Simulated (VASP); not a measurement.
A run of VASP 6.6.1 is set up as follows.

File INCAR:

```
SYSTEM = Mg
ALGO = Fast ; EDIFF = 1E-6
ENCUT = 520 ; GGA = PS
ISIF = 2 ; ISMEAR = -1
LASPH = .TRUE. ; LCHARG = .TRUE.
LELF = .TRUE. ; LREAL = .FALSE.
LVHAR = .TRUE. ; LWAVE = .FALSE.
NBANDS = 9 ; NELM = 60
PREC = Accurate ; SIGMA = 0.05
```

Contents of KPOINTS:

```
k-points
0
G
  8 8 4
  0 0 0
```

POSCAR

```
Mg
1.0
    3.2093000000      0.0000000000      0.0000000000
   -1.6046500000      2.7793353284      0.0000000000
    0.0000000000      0.0000000000      5.2624030000
Mg
2
Direct
    0.6666666667      0.3333333333      0.7500000000
    0.3333333333      0.6666666667      0.2500000000
```

Potentials or basis: VASP PAW PBE potentials, release 64 (Mg).

The run is started by

```console
$ cat potpaw_PBE.64/Mg/POTCAR > POTCAR
$ mpirun -np 1 vasp_std > vasp.out
```

Task: Predict the pressure.

Result: -1.5 GPa.

Task: Estimate the band gap on the k mesh.

Result: Zero (band 2 reaches 3.50 eV, above the bottom of band 3 at 1.15 eV).

Stress tensor (GPa, compression positive):
```
-1.60  0.00  0.00
 0.00 -1.60  0.00
 0.00  0.00 -1.44
```

Caveat: the PAW data sets were made with another functional, which shifts forces and pressure a little.
